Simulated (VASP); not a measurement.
Write the native input for VASP 6.6.1 that does the following.

```yaml
Task: single point
Functional: BLYP
Potentials_or_basis: VASP PAW PBE potentials, release 64 (Mn_pv)
Cutoff: 520 eV
k_mesh: 10 × 10 × 14
Occupations: fermi-dirac, width 0.1 eV
Spin: no spin polarisation
Dipole_correction: no
Further_INCAR_settings: ALGO = Normal; EDIFF = 1e-06; NBANDS = 26
```

The structure of Mn lies in POSCAR:

```
Mn
1.0
    4.0497870985      0.0000000000      0.0000000000
   -2.0248935492      3.5072185073      0.0000000000
    0.0000000000      0.0000000000      2.5535755583
Mn
3
Direct
    1.0000000000      0.0000000000      0.0000000000
    0.3333333333      0.6666666667      0.5000000000
    0.6666666667      0.3333333333      0.5000000000
```

This isn't the form of Mn at room conditions, which is a 58-atom cubic cell.

These files were run (other wordings do the same):

INCAR

```
SYSTEM = Mn
PREC = Accurate
ENCUT = 520
EDIFF = 1E-6
ISMEAR = -1
SIGMA = 0.1
LREAL = .False.
LASPH = .True.
NELM = 100
ALGO = Normal
ISIF = 2
LWAVE = .False.
LCHARG = .False.
GGA = B5
ALDAX = 1.0
AGGAX = 1.0
AGGAC = 1.0
ALDAC = 0.0
NBANDS = 26
```

KPOINTS

```
regular mesh
0
Gamma
  10 10 14
  0 0 0
```

Potentials or basis: VASP PAW PBE potentials, release 64 (Mn_pv).

Command:

```console
$ cat potpaw_PBE.64/Mn_pv/POTCAR > POTCAR
$ mpirun -np 1 vasp_std > vasp.out
```

Results of the run:

```
Pressure               : -15.6 GPa
Band gap on the k mesh : zero (an odd number of electrons rules out a gap without spin polarisation)
```

Caveat: the cell stands under tension; the PAW data sets were made with another functional, which shifts forces and pressure a little; the run has no spin polarisation, though such a crystal can be magnetic.

Run time: 58 s on 1 thread of Intel(R) Xeon(R) 6975P-C (Granite Rapids), on a shared host, peak memory 0.19 GiB.
